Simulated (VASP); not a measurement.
Set up this calculation in VASP 6.6.1, as the native input.

| Item | Value |
| --- | --- |
| Task | single point |
| Functional | PBE |
| Dispersion | D3(BJ) |
| Potentials or basis | VASP PAW PBE potentials, release 64 (As) |
| Cutoff | 520 eV |
| k mesh | 9 × 9 × 1 |
| Occupations | gaussian, width 0.02 eV |
| Spin | no spin polarisation |
| Dipole correction | yes |
| Further INCAR settings | ALGO = Normal; EDIFF = 1e-07; NBANDS = 12 |

The structure of As lies in POSCAR:

```
As
1.0
    3.8216379590      0.0000000000      0.0000000000
   -1.9108189795      3.3096355566      0.0000000000
    0.0000000000      0.0000000000     28.5742413760
As
2
Direct
    0.3333333333      0.6666666667      0.4766532153
    0.6666666667      0.3333333333      0.5233467847
```

This cell differs from its parent crystal: biaxial strain +0.070, then relaxed in part.

One way to write it, as run:

INCAR

```
  ALGO = Normal
  DIPOL = 0.5 0.5 0.500
  EDIFF = 1E-7
  ENCUT = 520
  GGA = PE
  IDIPOL = 3
  ISIF = 2
  ISMEAR = 0
  IVDW = 12
  LASPH = T
  LCHARG = F
  LDIPOL = T
  LREAL = F
  LWAVE = F
  NBANDS = 12
  NELM = 60
  PREC = Accurate
  SIGMA = 0.02
```

KPOINTS

```
k-points
0
Gamma
  9 9 1
```

Potentials or basis: VASP PAW PBE potentials, release 64 (As).

The run is started by

```sh
$ cat potpaw_PBE.64/As/POTCAR > POTCAR
$ mpirun -np 1 vasp_std > vasp.out
```

It gave:

| Quantity | Value |
| --- | --- |
| Largest force | 0.066 eV/Å |
| Band gap on the k mesh | 0.94 eV (least direct gap 0.96 eV) |
| Dispersion energy per atom | -0.184 eV |

Caveat: the cell differs from its parent crystal (biaxial strain +0.070, then relaxed in part).

Wall time 48 s on 1 thread of Intel(R) Xeon(R) 6975P-C (Granite Rapids), on a shared host, peak memory 0.4 GiB.
